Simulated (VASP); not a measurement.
# Zr2PdS3 (P-4m2) in VASP: further runs

The runs below take Zr2PdS3 through relaxation of cell and atoms, single point, with PBE.

Program: VASP 6.6.1. These are calculated values, not measurements. Logs are shortened: lines on timing, memory, paths and dates and some standing lists are left out, and cuts for length are marked.

## Step 1: The cell of the first run

It takes space group P-4m2 (No. 115, tetragonal). The conventional cell has a = 3.635 Å, b = 3.635 Å, c = 7.781 Å, α = 90.00°, β = 90.00°, γ = 90.00°. Zr (site symmetry 2mm) has 7 S at 2.67 to 2.83 Å and 2 Pd at 2.83 Å and 4 Zr at 3.63 Å within 3.7 Å. Pd (site symmetry -4m2) has 8 S at 2.57 to 3.43 Å and 4 Zr at 2.83 Å and 4 Pd at 3.63 Å within 3.7 Å. Within 3.7 Å of S (site symmetry -4m2) lie 4 Pd at 2.57 Å and 4 Zr at 2.83 Å and 8 S at 3.43 to 3.63 Å. Within 3.7 Å of S (site symmetry 2mm) lie 5 Zr at 2.67 to 2.70 Å and 10 S at 3.23 to 3.63 Å and 2 Pd at 3.43 Å.

The cell was built from a structure type or drawn by symmetry, and may not be a known phase.

## Step 2: Relaxation of cell and atoms, PBE

File INCAR:

```
PREC = Accurate ; ENCUT = 600
EDIFF = 1E-6 ; ISMEAR = 0
SIGMA = 0.1 ; LREAL = F
LASPH = T ; NELM = 60
ALGO = Normal ; ISIF = 3
LWAVE = F ; LCHARG = F
GGA = PE ; IBRION = 2
NSW = 100 ; EDIFFG = -0.01
```

File KPOINTS:

```
Automatic mesh
0
Gamma
  10 10 6
```

File POSCAR:

```
Zr2PdS3
1.0
    3.6347340673      0.0000000000      0.0000000000
    0.0000000000      3.6347340673      0.0000000000
    0.0000000000      0.0000000000      7.7814701663
Zr Pd S
2 1 3
Direct
    0.5000000000      0.0000000000      0.2788319558
    0.0000000000      0.5000000000      0.7211680442
    0.5000000000      0.5000000000      0.0000000000
    0.0000000000      0.0000000000      0.0000000000
    0.5000000000      0.0000000000      0.6259342837
    0.0000000000      0.5000000000      0.3740657163
```

Potentials or basis: VASP PAW PBE potentials, release 64 (Zr_sv, Pd, S).

Command:

```console
cat potpaw_PBE.64/Zr_sv/POTCAR potpaw_PBE.64/Pd/POTCAR potpaw_PBE.64/S/POTCAR > POTCAR
mpirun -np 1 vasp_std > vasp.out
```

OUTCAR:

```text
PREC = Accurate
   ENCUT = 600
   EDIFF = 1E-6
   ISMEAR = 0
   LREAL = F
   LASPH = T
   NELM = 60
   ISIF = 3
   GGA = PE
   IBRION = 2
   NSW = 100
   EDIFFG = -0.01

 ion  position               nearest neighbor table
   1  0.500  0.000  0.279-   6 2.67   6 2.67   6 2.67   6 2.67   5 2.70   3 2.83   4 2.83   4 2.83
                             3 2.83
   2  0.000  0.500  0.721-   5 2.67   5 2.67   5 2.67   5 2.67   6 2.70   3 2.83   3 2.83   4 2.83
                             4 2.83
   3  0.500  0.500  0.000-   4 2.57   4 2.57   4 2.57   4 2.57   2 2.83   2 2.83   1 2.83   1 2.83

   4  0.000  0.000  0.000-   3 2.57   3 2.57   3 2.57   3 2.57   2 2.83   1 2.83   1 2.83   2 2.83

   5  0.500  0.000  0.626-   2 2.67   2 2.67   2 2.67   2 2.67   1 2.70
   6  0.000  0.500  0.374-   1 2.67   1 2.67   1 2.67   1 2.67   2 2.70

  LATTYP: Found a simple tetragonal cell.
 ALAT       =     3.6347340673
 C/A-ratio  =     2.1408636842

  Lattice vectors:

 A1 = (   3.6347340673,   0.0000000000,   0.0000000000)
 A2 = (   0.0000000000,   3.6347340673,   0.0000000000)
 A3 = (   0.0000000000,   0.0000000000,   7.7814701663)

Analysis of symmetry for initial positions (statically):
=====================================================================
 Subroutine PRICEL returns:
 Original cell was already a primitive cell.

 Routine SETGRP: Setting up the symmetry group for a
 simple tetragonal supercell.

 Subroutine GETGRP returns: Found  8 space group operations
 (whereof  8 operations were pure point group operations)
 out of a pool of 16 trial point group operations.

The static configuration has the point symmetry D_2d.

Analysis of symmetry for dynamics (positions and initial velocities):
=====================================================================
 Subroutine PRICEL returns:
 Original cell was already a primitive cell.

 Routine SETGRP: Setting up the symmetry group for a
 simple tetragonal supercell.

 Subroutine GETGRP returns: Found  8 space group operations
 (whereof  8 operations were pure point group operations)
 out of a pool of 16 trial point group operations.

The dynamic configuration has the point symmetry D_2d.

 Subroutine INISYM returns: Found  8 space group operations
 (whereof  8 operations are pure point group operations),
 and found     1 'primitive' translations

----------------------------------------------------------------------------------------

                                     Primitive cell

  volume of cell :     102.8033

  direct lattice vectors                    reciprocal lattice vectors
     3.634734067  0.000000000  0.000000000     0.275123291  0.000000000  0.000000000
     0.000000000  3.634734067  0.000000000     0.000000000  0.275123291  0.000000000
     0.000000000  0.000000000  7.781470166     0.000000000  0.000000000  0.128510420

  length of vectors
     3.634734067  3.634734067  7.781470166     0.275123291  0.275123291  0.128510420

  position of ions in fractional coordinates (direct lattice)
     0.500000000  0.000000000  0.278831956
     0.000000000  0.500000000  0.721168044
     0.500000000  0.500000000  0.000000000
     0.000000000  0.000000000  0.000000000
     0.500000000  0.000000000  0.625934284
     0.000000000  0.500000000  0.374065716

  ion indices of the primitive-cell ions
   primitive index   ion index
                 1           1
                 2           2
                 3           3
                 4           4
                 5           5
                 6           6

----------------------------------------------------------------------------------------

 KPOINTS: Automatic mesh

Automatic generation of k-mesh.
 Grid dimensions read from file:
 generate k-points for:   10   10    6

 Generating k-lattice:

  Cartesian coordinates                     Fractional coordinates (reciprocal lattice)
     0.027512329  0.000000000  0.000000000     0.100000000  0.000000000  0.000000000
     0.000000000  0.027512329  0.000000000     0.000000000  0.100000000  0.000000000
[... 46 lines left out ...]
   PSTRESS=    0.0 pullay stress
   NELECT =      52.0000    total number of electrons
   NUPDOWN=      -1.0000    fix difference up-down
   EMIN   =  10.00;   EMAX   =-10.00  energy-range for DOS
   EFERMI =   0.00;   METHOD = LEGACY
   ISMEAR =     0;   SIGMA  =   0.10  broadening in eV -4-tet -1-fermi 0-gaus
   EFERMI_NEDOS =   21; number of points for ismear=-14 and -15
   IALGO  =     38    algorithm
   IMIX   =      4    mixing-type and parameters
     AMIX     =   0.40;   BMIX     =  1.00
     AMIX_MAG =   1.60;   BMIX_MAG =  1.00
  volume/ion in A,a.u.               =      17.13       115.63
  Fermi-wavevector in a.u.,A,eV,Ry     =   1.304389  2.464937 23.149352  1.701429
  Thomas-Fermi vector in A             =   2.435328
   LORBIT       =      0    0 simple, 1 ext, 2 COOP (PROOUT), +10 PAW based schemes
   GGA     = PE    functional components
   LHFCALC =     F    Hartree Fock is set to
   AEXX    =    0.0000 exact exchange contribution
   IVDW    =     0    specifies the selected vdW correction
   LEPSILON=     F    determine dielectric tensor
   LRPA    =     F    only Hartree local field effects (RPA)
 conjugate gradient relaxation of ions
 non-spin polarized calculation
 Gauss-broadening in eV      SIGMA  =   0.10
  energy-cutoff  :      600.00
  volume of cell :      102.80
 maximum number of plane-waves:      3456
 NGX is ok and might be reduce to    30

--------------------------------------- Ionic step        1  -------------------------------------------

 number of electron      52.0000004 magnetization

 Free energy of the ion-electron system (eV)
  ---------------------------------------------------
  ext. energy  EPLUGINS =         0.00000000
  ---------------------------------------------------
  free energy    TOTEN  =       -42.24916650 eV

  energy without entropy =      -42.23161566  energy(sigma->0) =      -42.24039108

------------------------ aborting loop because EDIFF is reached ----------------------------------------

  FORCE on cell =-STRESS in cart. coord.  units (eV):
  Direction    XX          YY          ZZ          XY          YZ          ZX
  --------------------------------------------------------------------------------------
  -------------------------------------------------------------------------------------
  Total        0.0015434      0.0015434      0.2209802      0.0000000      0.0000000      0.0000000
  in kB        0.0240542      0.0240542      3.4439506      0.0000000      0.0000000      0.0000000
  external PRESSURE =       1.1640197 kB  Pullay stress =       0.0000000 kB
[... 65 lines left out ...]
  energy  without entropy=      -42.2321339462  energy(sigma->0) =      -42.24100281

--------------------------------------- Ionic step        3  -------------------------------------------

 number of electron      52.0000004 magnetization

 E-fermi :   9.9969     XC(G=0): -11.5239

 val. band max:        9.9846789332   @ k =   0.5000   0.5000   0.1667
 cond. band min:       9.9987686432   @ k =   0.5000   0.0000   0.3333
 fundamental gap:      0.0140897100
 Fermi energy:         9.9969105322

 k-point     1 :       0.0000    0.0000    0.0000
  band No.  band energies     occupation
      1     -39.9562      2.00000
      2     -39.9533      2.00000
      3     -18.0772      2.00000
      4     -18.0057      2.00000
      5     -17.9648      2.00000
      6     -17.9648      2.00000
[... 884 lines left out ...]
  energy  without entropy=      -42.2321168389  energy(sigma->0) =      -42.24105045

--------------------------------------- Ionic step        5  -------------------------------------------

 number of electron      52.0000004 magnetization

 Free energy of the ion-electron system (eV)
  ---------------------------------------------------
  ext. energy  EPLUGINS =         0.00000000
  ---------------------------------------------------
  free energy    TOTEN  =       -42.25003948 eV

  energy without entropy =      -42.23219855  energy(sigma->0) =      -42.24111902

 E-fermi :  10.0156     XC(G=0): -11.5308

 val. band max:       10.0030072387   @ k =   0.5000   0.5000   0.1667
 cond. band min:      10.0195234640   @ k =   0.5000   0.0000   0.3333
 fundamental gap:      0.0165162253
 Fermi energy:        10.0156196944

 k-point     1 :       0.0000    0.0000    0.0000
  band No.  band energies     occupation
      1     -39.9333      2.00000
      2     -39.9303      2.00000
      3     -18.0556      2.00000
      4     -17.9839      2.00000
      5     -17.9421      2.00000
      6     -17.9421      2.00000
[... 840 lines left out ...]
  FREE ENERGIE OF THE ION-ELECTRON SYSTEM (eV)
  ---------------------------------------------------
  free  energy   TOTEN  =       -42.2500394792 eV

  energy  without entropy=      -42.2321985536  energy(sigma->0) =      -42.24111902

 reached required accuracy - stopping structural energy minimisation
```

Run time: 9.5 min. Hardware: 1 thread of Intel Xeon 6975P-C (Granite Rapids), shared host; peak memory 0.45 GiB.

What came out:

```
Free energy                           : -42.2500 eV
Relaxed volume                        : 17.15 Å³/atom
Relaxed cell                          : a = 3.633 Å, b = 3.633 Å, c = 7.798 Å, α = 90.00°, β = 90.00°, γ = 90.00°
Space group after relaxing (to 0.1 Å) : P-4m2 (No. 115)
Energy gained by relaxing             : 0.1 meV/atom
Ionic steps                           : 5
Pressure after relaxing               : 0.0 GPa
Largest force after relaxing          : 0.007 eV/Å
Band gap on the k mesh                : zero (bands 26 and 27 overlap by 2.38 eV)
```

Forces on the atoms (eV/Å):
```
Zr   0.000  0.000 -0.001
Zr   0.000  0.000  0.001
Pd   0.000  0.000  0.000
S    0.000  0.000  0.000
S    0.000  0.000  0.007
S    0.000  0.000 -0.007
```

The path:
| step | energy change (eV) | largest force (eV/Å) | pressure (GPa) | volume (Å³) |
| --- | --- | --- | --- | --- |
| 1 | 0.0000 | 0.0695 | 0.12 | 102.80 |
| 2 | -0.0007 | 0.0320 | -0.10 | 102.99 |
| 3 | -0.0008 | 0.0197 | -0.18 | 103.05 |
| 4 | -0.0008 | 0.0083 | 0.13 | 102.81 |
| 5 | -0.0009 | 0.0067 | 0.02 | 102.91 |

Final structure:
```
Zr Pd S
1.0
     3.63268    0.00000    0.00000
     0.00000    3.63268    0.00000
     0.00000    0.00000    7.79830
Zr Pd S
2 1 3
Cartesian
  1.8163 0.0000 2.1700
  0.0000 1.8163 5.6283
  1.8163 1.8163 0.0000
  0.0000 0.0000 7.7983
  1.8163 0.0000 4.8870
  0.0000 1.8163 2.9113
```

Levels at points of the mesh, in eV from the Fermi level:
```tsv
k point	band 22	band 23	band 24	band 25	band 26	band 27	band 28	band 29	band 30	band 31
(0.00, 0.00, 0.00)	-3.42	-2.65	-2.36	-2.36	-1.96	-0.91	0.81	0.84	0.96	1.66
(0.50, 0.00, 0.00)	-2.78	-2.41	-2.10	0.32	0.63	0.87	0.91	1.34	1.52	2.00
(0.50, 0.50, 0.00)	-2.90	-2.90	-2.54	-2.06	-1.52	0.03	1.41	2.48	2.48	2.77
(0.00, 0.00, 0.50)	-3.42	-2.49	-2.35	-2.35	-1.95	-1.75	0.72	1.06	1.22	2.21
(0.50, 0.00, 0.50)	-2.95	-2.63	-1.98	-0.15	0.31	1.35	1.43	1.54	1.70	1.79
(0.50, 0.50, 0.50)	-3.22	-3.22	-2.55	-2.05	-1.51	-0.15	1.57	2.29	2.29	2.71
```

## Step 3: Single point, PBE, collinear spin

This run uses another cell than the first one, of the same volume but with other edges.

File INCAR:

```
PREC = Accurate
ENCUT = 520
EDIFF = 1E-6
ISMEAR = 0
SIGMA = 0.1
LREAL = False
LASPH = True
NELM = 150
ALGO = Normal
ISIF = 2
LWAVE = False
LCHARG = False
ISPIN = 2
MAGMOM = 0 0 1 0 0 0
LORBIT = 11
LMAXMIX = 4
GGA = PE
NBANDS = 39
```

File KPOINTS:

```
regular mesh
0
Gamma
  4 4 4
```

File POSCAR:

```
Zr2PdS3
1.0
    3.9556635700      0.0000000000      0.0000000000
    0.0000000000      3.9556635700      0.0000000000
    0.0000000000      0.0000000000      6.5799931600
Zr Pd S
2 1 3
Direct
    0.5000000000      0.0000000000      0.2671410100
    0.0000000000      0.5000000000      0.7328589900
    0.5000000000      0.5000000000      0.0000000000
    0.0000000000      0.0000000000      0.0000000000
    0.5000000000      0.0000000000      0.6756250300
    0.0000000000      0.5000000000      0.3243749700
```

Potentials or basis: VASP PAW PBE potentials, release 64 (Zr_sv, Pd, S).

Command:

```console
cat potpaw_PBE.64/Zr_sv/POTCAR potpaw_PBE.64/Pd/POTCAR potpaw_PBE.64/S/POTCAR > POTCAR
mpirun -np 1 vasp_std > vasp.out
```

It took 5.7 min on 1 thread of Intel Xeon 8259CL, shared host; peak memory 0.3 GiB.

Results (log left out):

```yaml
Free_energy: -40.9409 eV
Pressure: 5.0 GPa
Largest_force: 1.875 eV/Å
Band_gap_on_the_k_mesh: zero (filled and empty bands overlap)
Net_moment: 0.00 μB per cell
Valence_electrons_inside_the_program's_atomic_spheres: Zr 9.73; Pd 9.70; S 3.71, 3.72 (each value once)
```

Forces on the atoms (eV/Å):
```
Zr   0.000  0.000  0.613
Zr   0.000  0.000 -0.613
Pd   0.000  0.000  0.000
S    0.000  0.000  0.000
S    0.000  0.000 -1.875
S    0.000  0.000  1.875
```

Stress tensor (GPa, compression positive):
```
 1.48  0.00  0.00
 0.00  1.48  0.00
 0.00  0.00 12.07
```

Levels at points of the mesh, in eV from the Fermi level:
Spin up:
| k point | band 23 | band 24 | band 25 | band 26 | band 27 | band 28 | band 29 | band 30 |
| --- | --- | --- | --- | --- | --- | --- | --- | --- |
| (0.00, 0.00, 0.00) | -3.03 | -2.96 | -2.63 | -2.63 | 0.17 | 0.24 | 0.26 | 1.10 |
| (0.50, 0.00, 0.00) | -2.62 | -2.05 | -1.22 | 0.22 | 0.29 | 0.35 | 1.06 | 1.68 |
| (0.50, 0.50, 0.00) | -3.16 | -2.59 | -2.59 | -2.38 | 0.89 | 0.94 | 0.94 | 1.55 |
| (0.00, 0.00, 0.50) | -3.43 | -2.58 | -2.58 | -1.58 | -0.59 | -0.19 | 0.61 | 1.13 |
| (0.50, 0.00, 0.50) | -2.65 | -2.18 | -1.16 | 0.44 | 0.88 | 1.20 | 1.37 | 1.43 |
| (0.50, 0.50, 0.50) | -3.15 | -2.13 | -2.13 | -1.66 | -0.57 | 1.22 | 1.22 | 1.55 |
Spin down:
```tsv
k point	band 24	band 25	band 26	band 27	band 28	band 29
(0.00, 0.00, 0.00)	-2.96	-2.63	-2.63	0.17	0.24	0.26
(0.50, 0.00, 0.00)	-2.05	-1.22	0.22	0.29	0.35	1.06
(0.50, 0.50, 0.00)	-2.59	-2.59	-2.38	0.89	0.94	0.94
(0.00, 0.00, 0.50)	-2.58	-2.58	-1.58	-0.59	-0.19	0.61
(0.50, 0.00, 0.50)	-2.18	-1.16	0.44	0.88	1.20	1.37
(0.50, 0.50, 0.50)	-2.13	-2.13	-1.66	-0.57	1.22	1.22
```

Caveat: the k points lie up to 0.40 Å⁻¹ apart, too coarse for converged energies and pressures of a metal; forces of over 1 eV/Å act on the atoms, so gaps and moduli don't describe the material at rest.

## Step 4: Single point, PBE, collinear spin

File INCAR:

```
SYSTEM = Zr2PdS3
ALGO = Normal
EDIFF = 1E-6
ENCUT = 520
GGA = PE
ISIF = 2
ISMEAR = 0
ISPIN = 2
LASPH = .True.
LCHARG = .False.
LMAXMIX = 4
LORBIT = 11
LREAL = .False.
LWAVE = .False.
MAGMOM = 0 0 1 0 0 0
NBANDS = 39
NELM = 150
PREC = Accurate
SIGMA = 0.1
```

File KPOINTS:

```
k-points
0
Gamma
  6 6 2
  0 0 0
```

File POSCAR:

```
Zr2PdS3
1.0
    3.6347340673      0.0000000000      0.0000000000
    0.0000000000      3.6347340673      0.0000000000
    0.0000000000      0.0000000000      7.7814701663
Zr Pd S
2 1 3
Direct
    0.5000000000      0.0000000000      0.2788319558
    0.0000000000      0.5000000000      0.7211680442
    0.5000000000      0.5000000000      0.0000000000
    0.0000000000      0.0000000000      0.0000000000
    0.5000000000      0.0000000000      0.6259342837
    0.0000000000      0.5000000000      0.3740657163
```

Command:

```console
cat potpaw_PBE.64/Zr_sv/POTCAR potpaw_PBE.64/Pd/POTCAR potpaw_PBE.64/S/POTCAR > POTCAR
mpirun -np 1 vasp_std > vasp.out
```

Run time: 5.4 min. Hardware: 1 thread of Intel Xeon 8259CL, shared host; peak memory 0.32 GiB.

Results (log left out):

```yaml
Free_energy: -42.3110 eV
Pressure: -0.1 GPa
Largest_force: 0.008 eV/Å
Band_gap_on_the_k_mesh: zero (filled and empty bands overlap)
Net_moment: 0.00 μB per cell
Valence_electrons_inside_the_program's_atomic_spheres: Zr 9.70; Pd 9.61; S 3.63, 3.76 (each value once)
```

Forces in eV/Å, atoms in the order of the input:
```
Zr   0.000  0.000  0.008
Zr   0.000  0.000 -0.008
Pd   0.000  0.000  0.000
S    0.000  0.000  0.000
S    0.000  0.000  0.005
S    0.000  0.000 -0.005
```

Stress tensor (GPa, compression positive):
```
-0.18  0.00  0.00
 0.00 -0.18  0.00
 0.00  0.00  0.09
```

Levels at points of the mesh, in eV from the Fermi level:
Spin up:
```tsv
k point	band 24	band 25	band 26	band 27	band 28	band 29
(0.00, 0.00, 0.00)	-2.41	-2.41	-2.01	-0.96	0.75	0.79
(0.50, 0.00, 0.00)	-2.13	0.28	0.60	0.81	0.84	1.32
(0.50, 0.50, 0.00)	-2.56	-2.08	-1.55	-0.01	1.36	2.43
(0.00, 0.00, 0.50)	-2.40	-2.40	-2.00	-1.79	0.66	1.00
(0.50, 0.00, 0.50)	-2.02	-0.20	0.27	1.30	1.40	1.49
(0.50, 0.50, 0.50)	-2.57	-2.07	-1.55	-0.20	1.52	2.25
```
Spin down:
| k point | band 22 | band 23 | band 24 | band 25 | band 26 | band 27 | band 28 | band 29 | band 30 | band 31 |
| --- | --- | --- | --- | --- | --- | --- | --- | --- | --- | --- |
| (0.00, 0.00, 0.00) | -3.44 | -2.70 | -2.41 | -2.41 | -2.01 | -0.96 | 0.75 | 0.79 | 0.91 | 1.63 |
| (0.50, 0.00, 0.00) | -2.81 | -2.45 | -2.13 | 0.28 | 0.60 | 0.81 | 0.84 | 1.32 | 1.46 | 1.96 |
| (0.50, 0.50, 0.00) | -2.93 | -2.93 | -2.56 | -2.08 | -1.55 | -0.01 | 1.36 | 2.43 | 2.43 | 2.72 |
| (0.00, 0.00, 0.50) | -3.44 | -2.55 | -2.40 | -2.40 | -2.00 | -1.79 | 0.66 | 1.00 | 1.20 | 2.16 |
| (0.50, 0.00, 0.50) | -2.99 | -2.66 | -2.02 | -0.20 | 0.27 | 1.30 | 1.40 | 1.49 | 1.65 | 1.73 |
| (0.50, 0.50, 0.50) | -3.26 | -3.26 | -2.57 | -2.07 | -1.55 | -0.20 | 1.52 | 2.25 | 2.25 | 2.64 |

Caveat: the k points lie up to 0.40 Å⁻¹ apart, too coarse for converged energies and pressures of a metal.

## Step 5: Summary

```csv
task,spin,cell,k mesh,cutoff (eV),gap on the mesh (eV),pressure (GPa),moment (μB),largest force (eV/Å)
relaxation of cell and atoms,off,"relaxed from a = 3.635, b = 3.635, c = 7.781 Å, 6 atoms, atomic positions A",10 × 10 × 6,600,none,0.0,-,0.01
single point,collinear,"a = 3.956, b = 3.956, c = 6.580 Å, 6 atoms, atomic positions B",4 × 4 × 4,520,none,5.0,0.00,1.87
single point,collinear,"a = 3.635, b = 3.635, c = 7.781 Å, 6 atoms, atomic positions A",6 × 6 × 2,520,none,-0.1,0.00,0.01
```

Alike in all rows: level PBE; potentials or basis VASP PAW PBE potentials, release 64 (Zr_sv, Pd, S); smearing gaussian 0.1 eV.

Caveats: some runs use coarse meshes; forces of over 1 eV/Å act on the atoms, so gaps and moduli don't describe the material at rest (at least some runs).

Total energies depend on the potentials used, so only differences within one code and one set of settings carry meaning.
